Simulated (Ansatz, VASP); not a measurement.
# ZnS in VASP and in Ansatz

```xyz
2
Lattice="0.0000 2.7073 2.7343 2.7073 0.0000 2.7343 2.7073 2.7073 0.0000" Properties=species:S:1:pos:R:3 pbc="T T T"
Zn    0.0000    0.0000    0.0000
S     1.3536    1.3536    1.3672
```

Change from the starting cell: z stretched by +1 %, ions relaxed.

Alike in both runs: functional PBE; k mesh 14 × 14 × 14; occupations fermi-dirac, width 0.02 eV; no spin polarisation.

Ansatz relaxed the structure, and its values are those at the end. VASP's run is a single point on that final structure, the one shown.

```csv
,VASP,Ansatz
version,VASP 6.6.1,Ansatz 0.2.0
potentials or method,"VASP PAW PBE potentials, release 64 (Zn, S)","plane-wave PAW, scalar-relativistic"
plane-wave cutoff (eV),520,420
valence electrons in the cell,18,18
```

|  | VASP | Ansatz | Ansatz less VASP |
| --- | --- | --- | --- |
| gap on the k mesh at the Fermi level (eV) | 2.03 | 2.03 | -0.004 |
| pressure (GPa) | 0.6 | 0.4 | -0.15 |

Ansatz's warnings: stress scf threshold loose.
